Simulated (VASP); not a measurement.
# PbO (R-3m) in VASP: single point with PBE

Aim: the single point of PbO with PBE.

Everything below comes from runs of VASP 6.6.1. Logs are shortened: lines on timing, memory, paths and dates and some standing lists are left out, and cuts for length are marked.

### Step 1. The cell of the first run

The structure is trigonal, space group R-3m (No. 166). Conventional cell: a = 3.902 Å, b = 3.902 Å, c = 8.437 Å, α = 90.00°, β = 90.00°, γ = 120.00°. Within 3.5 Å of Pb (site symmetry -3m) lie 6 O at 2.66 Å. O (site symmetry -3m) has 6 Pb at 2.66 Å within 3.5 Å.

### Step 2. Single point, PBE (epitaxial 111 strain +5.8%)

The input, INCAR:

```
SYSTEM = PbO
  ALGO = Normal
  EDIFF = 1E-6
  ENCUT = 520
  GGA = PE
  ISIF = 2
  ISMEAR = -1
  LASPH = .TRUE.
  LCHARG = .FALSE.
  LREAL = .FALSE.
  LWAVE = .FALSE.
  NBANDS = 17
  NELM = 100
  PREC = Accurate
  SIGMA = 0.02
```

The input, KPOINTS:

```
k-points
0
G
  8 8 8
  0 0 0
```

The input, POSCAR:

```
PbO
1.0
   -0.2156505281      2.5433482421      2.5433482421
    2.5433482421     -0.2156505281      2.5433482421
    2.5433482421      2.5433482421     -0.2156505281
Pb O
1 1
Direct
    0.0000000000      0.0000000000      0.0000000000
    0.5000000000      0.5000000000      0.5000000000
```

Potentials or basis: VASP PAW PBE potentials, release 64 (Pb_d, O).

On the command line:

```
> cat potpaw_PBE.64/Pb_d/POTCAR potpaw_PBE.64/O/POTCAR > POTCAR
> mpirun -np 1 vasp_std > vasp.out
```

OUTCAR:

```text
SYSTEM = PbO
   EDIFF = 1E-6
   ENCUT = 520
   GGA = PE
   ISIF = 2
   ISMEAR = -1
   LASPH = .TRUE.
   LREAL = .FALSE.
   NELM = 100
   PREC = Accurate

 ion  position               nearest neighbor table
   1  0.000  0.000  0.000-   2 2.66   2 2.66   2 2.66   2 2.66   2 2.66   2 2.66
   2  0.500  0.500  0.500-   1 2.66   1 2.66   1 2.66   1 2.66   1 2.66   1 2.66

  LATTYP: Found a trigonal (rhomboedric) cell.
 ALAT       =     3.6032965062
 COS(alpha) =     0.4137227898

  Lattice vectors:

 A1 = (  -0.2156505281,   2.5433482421,   2.5433482421)
 A2 = (   2.5433482421,  -0.2156505281,   2.5433482421)
 A3 = (   2.5433482421,   2.5433482421,  -0.2156505281)

Analysis of symmetry for initial positions (statically):
=====================================================================
 Subroutine PRICEL returns:
 Original cell was already a primitive cell.

 Routine SETGRP: Setting up the symmetry group for a
 trigonal (rhombohedral) supercell.

 Subroutine GETGRP returns: Found 12 space group operations
 (whereof 12 operations were pure point group operations)
 out of a pool of 12 trial point group operations.

The static configuration has the point symmetry D_3d.

Analysis of symmetry for dynamics (positions and initial velocities):
=====================================================================
 Subroutine PRICEL returns:
 Original cell was already a primitive cell.

 Routine SETGRP: Setting up the symmetry group for a
 trigonal (rhombohedral) supercell.

 Subroutine GETGRP returns: Found 12 space group operations
 (whereof 12 operations were pure point group operations)
 out of a pool of 12 trial point group operations.

The dynamic configuration has the point symmetry D_3d.

 Subroutine INISYM returns: Found 12 space group operations
 (whereof 12 operations are pure point group operations),
 and found     1 'primitive' translations

----------------------------------------------------------------------------------------

                                     Primitive cell

  volume of cell :      37.0788

  direct lattice vectors                    reciprocal lattice vectors
    -0.215650528  2.543348242  2.543348242    -0.173201978  0.189248347  0.189248347
     2.543348242 -0.215650528  2.543348242     0.189248347 -0.173201978  0.189248347
     2.543348242  2.543348242 -0.215650528     0.189248347  0.189248347 -0.173201978

  length of vectors
     3.603296506  3.603296506  3.603296506     0.318792721  0.318792721  0.318792721

  position of ions in fractional coordinates (direct lattice)
     0.000000000  0.000000000  0.000000000
     0.500000000  0.500000000  0.500000000

  ion indices of the primitive-cell ions
   primitive index   ion index
                 1           1
                 2           2

----------------------------------------------------------------------------------------

 KPOINTS: k-points

Automatic generation of k-mesh.
 Grid dimensions read from file:
 generate k-points for:    8    8    8

 Generating k-lattice:

  Cartesian coordinates                     Fractional coordinates (reciprocal lattice)
    -0.021650247  0.023656043  0.023656043     0.125000000  0.000000000  0.000000000
     0.023656043 -0.021650247  0.023656043     0.000000000  0.125000000  0.000000000
     0.023656043  0.023656043 -0.021650247     0.000000000  0.000000000  0.125000000

  Length of vectors
     0.039849090  0.039849090  0.039849090

  Shift w.r.t. Gamma in fractional coordinates (k-lattice)
     0.000000000  0.000000000  0.000000000

 Subroutine IBZKPT returns following result:
 ===========================================

 Found     65 irreducible k-points:

 Following reciprocal coordinates:
            Coordinates               Weight
  0.000000  0.000000  0.000000      1.000000
  0.125000  0.000000 -0.000000      6.000000
  0.250000  0.000000 -0.000000      6.000000
  0.375000  0.000000  0.000000      6.000000
  0.500000  0.000000 -0.000000      3.000000
  0.125000  0.125000  0.000000      6.000000
[... 16 lines left out ...]
  0.250000  0.125000  0.125000      6.000000
  0.375000  0.125000  0.125000      6.000000
 [... further k-points ...]
   k-points           NKPTS =     65   k-points in BZ     NKDIM =     65   number of bands    NBANDS=     17
   number of dos      NEDOS =    301   number of ions     NIONS =      2
   total plane-waves  NPLWV =  21952
   dimension x,y,z NGX =    28 NGY =   28 NGZ =   28
   dimension x,y,z NGXF=    56 NGYF=   56 NGZF=   56
   ions per type =               1   1
   NGX,Y,Z   is equivalent  to a cutoff of  12.92, 12.92, 12.92 a.u.
   NGXF,Y,Z  is equivalent  to a cutoff of  25.84, 25.84, 25.84 a.u.
 SYSTEM =  PbO
   PREC   = accura    normal or accurate (medium, high low for compatibility)
   ISTART =      0    job   : 0-new  1-cont  2-samecut
   ICHARG =      2    charge: 1-file 2-atom 10-const
   ISPIN  =      1    spin polarized calculation?
   LNONCOLLINEAR =      F non collinear calculations
   LSORBIT =      F    spin-orbit coupling
   LASPH  =      T    aspherical Exc in radial PAW
   ENCUT  =  520.0 eV  38.22 Ry    6.18 a.u.   6.70  6.70  6.70*2*pi/ulx,y,z
   NELM   =    100;   NELMIN=  2; NELMDL= -5     # of ELM steps
   EDIFF  = 0.1E-05   stopping-criterion for ELM
   LREAL  =      F    real-space projection
   EDIFFG = 0.1E-04   stopping-criterion for IOM
   NSW    =      0    number of steps for IOM
   IBRION =     -1    ionic relax: 0-MD 1-quasi-New 2-CG
   NFREE  =      0    steps in history (QN), initial steepest desc. (CG)
   ISIF   =      2    stress and relaxation
   ISYM   =      2    0-nonsym 1-usesym 2-fastsym
   POTIM  = 0.5000    time-step for ionic-motion
   TEBEG  =    0.0;   TEEND  =   0.0 temperature during run
   PSTRESS=    0.0 pullay stress
   NELECT =      20.0000    total number of electrons
   NUPDOWN=      -1.0000    fix difference up-down
   EMIN   =  10.00;   EMAX   =-10.00  energy-range for DOS
   EFERMI =   0.00;   METHOD = LEGACY
   ISMEAR =    -1;   SIGMA  =   0.02  broadening in eV -4-tet -1-fermi 0-gaus
   EFERMI_NEDOS =   21; number of points for ismear=-14 and -15
   IALGO  =     38    algorithm
   IMIX   =      4    mixing-type and parameters
     AMIX     =   0.40;   BMIX     =  1.00
     AMIX_MAG =   1.60;   BMIX_MAG =  1.00
  volume/ion in A,a.u.               =      18.54       125.11
  Fermi-wavevector in a.u.,A,eV,Ry     =   1.332631  2.518306 24.162642  1.775904
  Thomas-Fermi vector in A             =   2.461551
   LORBIT       =      0    0 simple, 1 ext, 2 COOP (PROOUT), +10 PAW based schemes
   GGA     = PE    functional components
   LHFCALC =     F    Hartree Fock is set to
   AEXX    =    0.0000 exact exchange contribution
   IVDW    =     0    specifies the selected vdW correction
   LEPSILON=     F    determine dielectric tensor
   LRPA    =     F    only Hartree local field effects (RPA)
 non-spin polarized calculation
  energy-cutoff  :      520.00
  volume of cell :       37.08
 maximum number of plane-waves:      1018
   NGX = 13   NGY = 13   NGZ = 13

 number of electron      19.9999998 magnetization

 Free energy of the ion-electron system (eV)
  ---------------------------------------------------
  ext. energy  EPLUGINS =         0.00000000
  ---------------------------------------------------
  free energy    TOTEN  =       -10.31669813 eV

  energy without entropy =      -10.31667398  energy(sigma->0) =      -10.31668606

 E-fermi :   6.0804     XC(G=0): -10.4422

 val. band max:        5.9885119129   @ k =   0.5000   0.0000  -0.0000
 cond. band min:       6.1496837248   @ k =   0.5000   0.5000   0.5000
 fundamental gap:      0.1611718119
 Fermi energy:         6.0804394513

 k-point     1 :       0.0000    0.0000    0.0000
  band No.  band energies     occupation
      1     -11.3050      2.00000
      2     -10.4409      2.00000
      3     -10.4409      2.00000
      4     -10.3847      2.00000
      5     -10.2548      2.00000
      6     -10.2548      2.00000
[... 9 lines left out ...]
     16      17.2945      0.00000
     17      18.5531      0.00000

 k-point     2 :       0.1250    0.0000   -0.0000
  band No.  band energies     occupation
      1     -11.2304      2.00000
      2     -10.4409      2.00000
      3     -10.4302      2.00000
      4     -10.3768      2.00000
      5     -10.2593      2.00000
      6     -10.2565      2.00000
[... 9 lines left out ...]
     16      18.0936      0.00000
     17      20.0624      0.00000

 k-point     3 :       0.2500    0.0000   -0.0000
  band No.  band energies     occupation
      1     -11.0419      2.00000
      2     -10.4472      2.00000
      3     -10.4268      2.00000
      4     -10.3402      2.00000
      5     -10.2665      2.00000
      6     -10.2538      2.00000
[... 9 lines left out ...]
     16      19.2123      0.00000
     17      21.4869      0.00000

 k-point     4 :       0.3750    0.0000    0.0000
  band No.  band energies     occupation
      1     -10.8390      2.00000
      2     -10.4612      2.00000
      3     -10.4343      2.00000
      4     -10.3161      2.00000
      5     -10.2535      2.00000
      6     -10.2429      2.00000
[... 9 lines left out ...]
     16      19.5305      0.00000
     17      21.6775      0.00000

 k-point     5 :       0.5000    0.0000   -0.0000
  band No.  band energies     occupation
      1     -10.7488      2.00000
      2     -10.4688      2.00000
      3     -10.4386      2.00000
      4     -10.3165      2.00000
      5     -10.2391      2.00000
      6     -10.2365      2.00000
[... 9 lines left out ...]
     16      19.8234      0.00000
     17      20.8390      0.00000

 k-point     6 :       0.1250    0.1250    0.0000
  band No.  band energies     occupation
      1     -11.2255      2.00000
      2     -10.4411      2.00000
      3     -10.4086      2.00000
      4     -10.3735      2.00000
      5     -10.2551      2.00000
      6     -10.2489      2.00000
[... 9 lines left out ...]
     16      18.1951      0.00000
     17      20.0046      0.00000

 k-point     7 :       0.2500    0.1250    0.0000
  band No.  band energies     occupation
      1     -11.1450      2.00000
      2     -10.4423      2.00000
      3     -10.3956      2.00000
      4     -10.3344      2.00000
      5     -10.2460      2.00000
      6     -10.1992      2.00000
[... 9 lines left out ...]
     16      19.4667      0.00000
     17      22.0691      0.00000

 k-point     8 :       0.3750    0.1250   -0.0000
  band No.  band energies     occupation
      1     -11.0510      2.00000
      2     -10.4377      2.00000
      3     -10.3972      2.00000
      4     -10.3017      2.00000
      5     -10.2400      2.00000
      6     -10.0973      2.00000
[... 9 lines left out ...]
     16      20.2094      0.00000
     17      21.5438      0.00000
[... 203 lines left out ...]
      1     -11.4797      2.00000
      2     -10.4828      2.00000
      3     -10.2611      2.00000
      4     -10.2287      2.00000
      5     -10.2219      2.00000
      6      -9.3746      2.00000
[... 9 lines left out ...]
     16      22.8367      0.00000
     17      23.2265      0.00000

 k-point    20 :      -0.3750    0.3750    0.0000
  band No.  band energies     occupation
      1     -11.3974      2.00000
      2     -10.4573      2.00000
      3     -10.2665      2.00000
      4     -10.2651      2.00000
      5     -10.2431      2.00000
      6      -9.4470      2.00000
[... 9 lines left out ...]
     16      21.7978      0.00000
     17      22.2003      0.00000

 k-point    21 :       0.5000    0.5000    0.0000
  band No.  band energies     occupation
      1     -11.5474      2.00000
      2     -10.4969      2.00000
      3     -10.2445      2.00000
      4     -10.2143      2.00000
      5     -10.2069      2.00000
      6      -9.2654      2.00000
[... 9 lines left out ...]
     16      23.8236      0.00000
     17      24.4515      0.00000

 k-point    22 :       0.1250    0.1250    0.1250
  band No.  band energies     occupation
      1     -11.2171      2.00000
      2     -10.4104      2.00000
      3     -10.4104      2.00000
      4     -10.3867      2.00000
      5     -10.2716      2.00000
      6     -10.2716      2.00000
[... 9 lines left out ...]
     16      17.2556      0.00000
     17      19.7337      0.00000

 k-point    23 :       0.2500    0.1250    0.1250
  band No.  band energies     occupation
      1     -11.1253      2.00000
      2     -10.4134      2.00000
      3     -10.4123      2.00000
      4     -10.3424      2.00000
      5     -10.2894      2.00000
      6     -10.2379      2.00000
[... 9 lines left out ...]
     16      18.3072      0.00000
     17      21.6037      0.00000

 k-point    24 :       0.3750    0.1250    0.1250
  band No.  band energies     occupation
      1     -11.0145      2.00000
      2     -10.4242      2.00000
      3     -10.4218      2.00000
      4     -10.3144      2.00000
      5     -10.2806      2.00000
      6     -10.1319      2.00000
[... 9 lines left out ...]
     16      18.8503      0.00000
     17      22.4435      0.00000

 [... further k-points ...]
[... 5 lines left out ...]
  --------------------------------------------------------------------------------------
  -------------------------------------------------------------------------------------
  Total       -0.4784222     -0.4784222     -0.4784222      0.5132802      0.5132802      0.5132802
  in kB      -20.6726728    -20.6726728    -20.6726728     22.1788926     22.1788926     22.1788926
  external PRESSURE =     -20.6726728 kB  Pullay stress =       0.0000000 kB

 VOLUME and BASIS-vectors are now :
 -----------------------------------------------------------------------------
  energy-cutoff  :      520.00
  volume of cell :       37.08
      direct lattice vectors                 reciprocal lattice vectors
    -0.215650528  2.543348242  2.543348242    -0.173201978  0.189248347  0.189248347
     2.543348242 -0.215650528  2.543348242     0.189248347 -0.173201978  0.189248347
     2.543348242  2.543348242 -0.215650528     0.189248347  0.189248347 -0.173201978

 POSITION                                       TOTAL-FORCE (eV/Angst)
 -----------------------------------------------------------------------------------
      0.00000      0.00000      0.00000        -0.000000      0.000000     -0.000000
      2.43552      2.43552      2.43552         0.000000     -0.000000      0.000000
 -----------------------------------------------------------------------------------
    total drift:                                0.000000      0.000000      0.000000

  FREE ENERGIE OF THE ION-ELECTRON SYSTEM (eV)
  ---------------------------------------------------
  free  energy   TOTEN  =       -10.3166981346 eV

  energy  without entropy=      -10.3166739793  energy(sigma->0) =      -10.31668606
```

Run time: 43 s. Hardware: 1 thread of Intel Xeon Platinum 8259CL at 2.50GHz (Skylake/Cascade Lake), shared host; peak memory 0.18 GiB.

What came out:

```yaml
Free_energy: -10.3167 eV
Pressure: -2.1 GPa
Band_gap_on_the_k_mesh: 0.16 eV, indirect (least direct gap 0.38 eV)
```

Caveat: the cell differs from its parent crystal (epitaxial 111 strain +5.8%); spin-orbit coupling is left out, which moves the levels of the heavy elements.
